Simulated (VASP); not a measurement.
A run of VASP 6.6.1 is set up as follows.

INCAR

```
ALGO = Normal
EDIFF = 1E-7
EDIFFG = -0.08
ENCUT = 500
GGA = PE
GGA_COMPAT = False
IBRION = 2
ISIF = 3
ISMEAR = 0
LASPH = True
LCHARG = False
LMAXMIX = 6
LREAL = False
LWAVE = False
NELM = 200
NELMIN = 4
NSW = 36
PREC = Accurate
SIGMA = 0.2
```

Contents of KPOINTS:

```
k-points
0
Gamma
  5 5 3
```

File POSCAR:

```
PrHRh3
1.0
    1.9412303800     -4.0487583600      0.0000000000
    1.9412303800      4.0487583600      0.0000000000
    0.0000000000      0.0000000000      5.8893467900
Pr H Rh
1 1 3
Direct
    0.5000000000      0.5000000000      0.5000000000
    0.0000000000      0.0000000000      0.5000000000
    0.5000000000      0.5000000000      0.0000000000
    0.0000000000      0.0000000000      0.7825412300
    0.0000000000      0.0000000000      0.2174587700
```

Potentials or basis: VASP PAW PBE potentials, release 64 (Pr_3, H, Rh_pv), 4f in core.

Run with:

```console
$ cat potpaw_PBE.64/Pr_3/POTCAR potpaw_PBE.64/H/POTCAR potpaw_PBE.64/Rh_pv/POTCAR > POTCAR
$ mpirun -np 1 vasp_std > vasp.out
```

Q: Predict the relaxed cell.

A: a = 3.526 Å, b = 3.526 Å, c = 6.132 Å, α = 90.00°, β = 90.00°, γ = 90.35°.

Q: Predict the band gap on the k mesh.

A: Zero (an odd number of electrons rules out a gap without spin polarisation).

Q: Predict the relaxed volume.

A: 15.25 Å³/atom.

Final structure:
```xyz
5
Lattice="2.4855 -2.5008 0.0000 2.4855 2.5008 0.0000 0.0000 0.0000 6.1323" Properties=species:S:1:pos:R:3 pbc="T T T"
Pr    2.4855    0.0000    3.0662
H     0.0000    0.0000    3.0662
Rh    2.4855    0.0000    0.0000
Rh    0.0000    0.0000    4.8938
Rh    0.0000    0.0000    1.2385
```

Caveat: the volume moved by over 15 % at a fixed basis, so the end points are rough; spin-orbit coupling is left out, which moves the levels of the heavy elements; the 4f electrons are frozen in the core, so they carry no moment and show no levels. Spin polarisation is off, so any magnetic state and its effect on volume and gap are missing.
